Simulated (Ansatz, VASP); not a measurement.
Ba: VASP beside Ansatz

```
Ba
1.0
     4.39644    0.00000    0.00000
    -2.19822    3.80743    0.00000
     0.00000    0.00000    7.17292
Ba
2
Direct
  0.33333 0.66667 0.75000
  0.66667 0.33333 0.25000
```

Alike in both runs: task relaxation of cell and atoms; functional PBE; k mesh 6 × 6 × 4; occupations gaussian, width 0.1 eV; no spin polarisation.

```csv
,VASP,Ansatz
version,VASP 6.6.1,Ansatz 0.2.0
potentials or method,"VASP PAW PBE potentials, release 64 (Ba_sv), cutoff 600 eV","scalar-relativistic, plane waves, PAW"
valence electrons in the cell,20,20
```

```csv
,VASP,Ansatz,Ansatz less VASP
"gap on the k mesh at the Fermi level, each at its own relaxed structure (eV)",none,none,-
relaxed volume (Å³/atom),64.20,63.31,-0.887
relaxed cell length with the largest relative difference (Å),4.481,4.457,-0.0244
```

A gap of «none» marks a metal or a gap that the smearing closes.

Spin-orbit coupling is off throughout.
